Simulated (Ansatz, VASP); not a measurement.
# Rh: VASP beside Ansatz

```
CELL_PARAMETERS angstrom
0.00000 2.80786 2.80786
2.80786 0.00000 2.80786
2.80786 2.80786 0.00000
ATOMIC_POSITIONS crystal
Rh 0.12500 0.12500 0.12500
Rh 0.87500 0.87500 0.87500
```

Alike in both runs: functional BLYP; k mesh 10 × 10 × 10; occupations fermi-dirac, width 0.1 eV; no spin polarisation.

Ansatz relaxed the structure, and its values are those at the end. VASP's run is a single point on that final structure, the one shown.

|  | VASP | Ansatz |
| --- | --- | --- |
| version | VASP 6.6.1 | Ansatz 0.2.0 |
| potentials or method | VASP PAW PBE potentials, release 64 (Rh_pv), cutoff 520 eV | plane waves (420 eV) with PAW, scalar-relativistic |
| valence electrons in the cell | 30 | 34 |

|  | VASP | Ansatz | Ansatz less VASP |
| --- | --- | --- | --- |
| pressure (GPa) | 0.4 | 0.0 | -0.40 |

VASP's potentials were made for PBE, not for BLYP. VASP's potentials hold 30 valence electrons a cell and Ansatz's 34, so a difference there can come from the potentials and not from the codes.
